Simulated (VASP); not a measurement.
A run of VASP 6.6.1 is set up as follows.

File INCAR:

```
ALGO     = Normal         # electronic algorithm
EDIFF    = 1E-6           # SCF threshold, eV
ENCUT    = 520            # plane-wave cutoff, eV
GGA      = PE             # functional
ISIF     = 2              # what is computed and relaxed
ISMEAR   = 0              # smearing method
LASPH    = T              # aspherical terms in the spheres
LCHARG   = T              # write CHGCAR
LELF     = T              # ELF
LREAL    = F              # projectors in reciprocal space
LVHAR    = T            
LWAVE    = F              # write WAVECAR
NBANDS   = 26             # bands
NELM     = 100            # most SCF steps
PREC     = Accurate       # precision mode
SIGMA    = 0.02           # smearing width, eV
```

KPOINTS

```
k-points
0
Gamma
  11 11 11
```

POSCAR

```
NbP
1.0
   -1.6749232544      1.6749232544      5.7401081759
    1.6749232544     -1.6749232544      5.7401081759
    1.6749232544      1.6749232544     -5.7401081759
Nb P
2 2
Direct
    0.2498808000      0.7498808000      0.5000000000
    0.4998808000      0.4998808000      0.0000000000
    0.8327477700      0.3327477700      0.5000000000
    0.0827477700      0.0827477700      0.0000000000
```

Potentials or basis: VASP PAW PBE potentials, release 64 (Nb_sv, P).

Launch:

```bash
$ cat potpaw_PBE.64/Nb_sv/POTCAR potpaw_PBE.64/P/POTCAR > POTCAR
$ mpirun -np 1 vasp_std > vasp.out
```

(1) What does it give for the band gap on the k mesh?

(2) Predict the pressure.

(3) Estimate the largest force.

Answers

(1) zero (filled and empty bands touch).

(2) -1.5 GPa.

(3) 0.018 eV/Å.
